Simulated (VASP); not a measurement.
Set up this calculation in VASP 6.6.1, as the native input.

- Task: single point
- Functional: LDA
- Potentials or basis: VASP PAW LDA potentials, release 64 (Ca_sv)
- Cutoff: 520 eV
- k mesh: 11 × 11 × 3
- Occupations: fermi-dirac, width 0.1 eV
- Spin: no spin polarisation
- Dipole correction: no
- Further INCAR settings: ALGO = Normal; EDIFF = 1e-07; NBANDS = 28

The structure of Ca lies in POSCAR:

```
Ca
1.0
    3.6164918468      0.0000000000      0.0000000000
   -1.8082459234      3.1319738119      0.0000000000
    0.0000000000      0.0000000000     11.8792332542
Ca
4
Direct
    0.0000000000      0.0000000000      1.0000000000
    0.0000000000      0.0000000000      0.5000000000
    0.3333333333      0.6666666667      0.2500000000
    0.6666666667      0.3333333333      0.7500000000
```

This isn't the form of Ca at room conditions, which is fcc.

The input as run:

INCAR

```
SYSTEM = Ca
  PREC = Accurate
  ENCUT = 520
  EDIFF = 1E-7
  ISMEAR = -1
  SIGMA = 0.1
  LREAL = .False.
  LASPH = .True.
  NELM = 80
  ALGO = Normal
  ISIF = 2
  LWAVE = .False.
  LCHARG = .False.
  NBANDS = 28
```

KPOINTS

```
regular mesh
0
Gamma
  11 11 3
  0 0 0
```

Potentials or basis: VASP PAW LDA potentials, release 64 (Ca_sv).

Run with:

```console
$ cat potpaw_LDA.64/Ca_sv/POTCAR > POTCAR
$ mpirun -np 1 vasp_std > vasp.out
```

Results of the run:

| Quantity | Value |
| --- | --- |
| Pressure | 3.0 GPa |
| Band gap on the k mesh | zero (bands 20 and 21 overlap by 0.15 eV) |

Caveat: the cell stands under pressure.

Wall time 79 s on 1 thread of Intel(R) Xeon(R) 6975P-C (Granite Rapids) (shared host), peak memory 0.24 GiB.
